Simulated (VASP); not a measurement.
Ti5Al15H (a cell with a defect): single point with PBE

The system is Ti5Al15H (a cell with a defect).

```
Ti Al H
1.0
    -5.76802   -1.92267    4.31140
    -1.92267    5.76802   -4.31140
     1.92267   -5.76802   -4.31140
Ti Al H
5 15 1
Direct
  0.80057 0.20033 0.60013
  0.40369 0.60248 0.80149
  0.59925 0.39907 0.19978
  0.20058 0.80006 0.40017
  0.99662 0.99739 0.99960
  0.39822 0.09767 0.29848
  0.00211 0.50030 0.49976
  0.19986 0.29976 0.90014
  0.80438 0.69775 0.11165
  0.59704 0.90551 0.69537
  0.69996 0.05735 0.15724
  0.30146 0.45035 0.35032
  0.50011 0.25125 0.75018
  0.09890 0.64852 0.94929
  0.90030 0.85017 0.55247
  0.50022 0.74977 0.24919
  0.09907 0.14919 0.45007
  0.30116 0.95059 0.85047
  0.90027 0.34853 0.05001
  0.69990 0.53956 0.63945
  0.70439 0.77840 0.89174
```

```yaml
Program: VASP 6.6.1
Task: single point
Functional: PBE
Potentials_or_basis: VASP PAW PBE potentials, release 64 (Ti_sv, Al, H)
Cutoff: 520 eV
k_mesh: 4 × 4 × 4, shifted
Occupations: gaussian, width 0.1 eV
Spin: no spin polarisation
Dipole_correction: no
Further_INCAR_settings: LREAL = Auto; ALGO = Normal; EDIFF = 1e-06; NBANDS = 69
```

The pressure is 0.6 GPa and the largest force is 0.113 eV/Å. The band gap on the k mesh is zero (bands 53 and 54 overlap by 0.31 eV).

Forces on the atoms (eV/Å):
```
Ti  -0.011 -0.005 -0.005
Ti  -0.036 -0.004  0.005
Ti   0.021  0.003 -0.007
Ti  -0.001 -0.005 -0.020
Ti   0.030  0.003  0.001
Al   0.004  0.001  0.003
Al  -0.004 -0.002  0.002
Al  -0.002  0.004 -0.001
Al   0.000 -0.006 -0.015
Al  -0.001  0.003 -0.015
Al   0.003 -0.003 -0.026
Al   0.005 -0.002  0.001
Al   0.005  0.000  0.001
Al  -0.006 -0.003  0.005
Al  -0.006  0.000 -0.001
Al   0.005 -0.002 -0.018
Al  -0.004 -0.003 -0.018
Al   0.003 -0.002 -0.014
Al  -0.006  0.003 -0.016
Al   0.003 -0.005  0.027
H   -0.001  0.024  0.111
```

Stress tensor (GPa, compression positive):
```
0.08 0.00 0.00
0.00 0.69 0.02
0.00 0.02 0.91
```

Levels at points of the mesh, in eV from the Fermi level:
```tsv
k point	band 49	band 50	band 51	band 52	band 53	band 54	band 55	band 56	band 57	band 58
(0.12, 0.12, 0.12)	-0.77	-0.63	-0.55	-0.46	-0.04	0.11	0.46	0.86	1.06	1.29
```

Wall time 17 min on 1 thread of AMD EPYC 9R45 96-Core Processor (Zen 5) (shared host), peak memory 0.66 GiB.
